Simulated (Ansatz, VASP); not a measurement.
One calculation of FeGe, two programs

```
Ge Fe
1.0
     4.68900    0.00000    0.00000
     0.00000    4.68900    0.00000
     0.00000    0.00000    4.68900
Ge Fe
4 4
Direct
  0.84200 0.84200 0.84200
  0.65800 0.15800 0.34200
  0.34200 0.65800 0.15800
  0.15800 0.34200 0.65800
  0.13500 0.13500 0.13500
  0.36500 0.86500 0.63500
  0.63500 0.36500 0.86500
  0.86500 0.63500 0.36500
```

Alike in both runs: task single point; functional PBEsol; k mesh 5 × 5 × 5; occupations fermi-dirac, width 0.1 eV; collinear spin.

```csv
,VASP,Ansatz
version,VASP 6.6.1,Ansatz 0.2.0
potentials or method,"VASP PAW PBE potentials, release 64 (Ge_d, Fe), cutoff 600 eV","PAW, plane waves, scalar-relativistic"
valence electrons in the cell,88,120
```

|  | VASP | Ansatz | Ansatz less VASP |
| --- | --- | --- | --- |
| pressure (GPa) | -9.4 | -9.7 | -0.30 |
| rms of the force components (eV/Å) | 0.059 | 0.065 | +0.0055 |
| net moment per atom (μB) | 0.53 | 0.53 | 0.000 |
| size of the moment on the site where the two differ most (μB) | 0.08 | 0.05 | -0.025 |

VASP's potentials were made for PBE, not for PBEsol. Site moments also hang on the region over which each program counts them. Atom by atom the forces differ by 0.007 eV/Å (rms over components). VASP's potentials hold 88 valence electrons a cell and Ansatz's 120, so a difference there can come from the potentials and not from the codes.
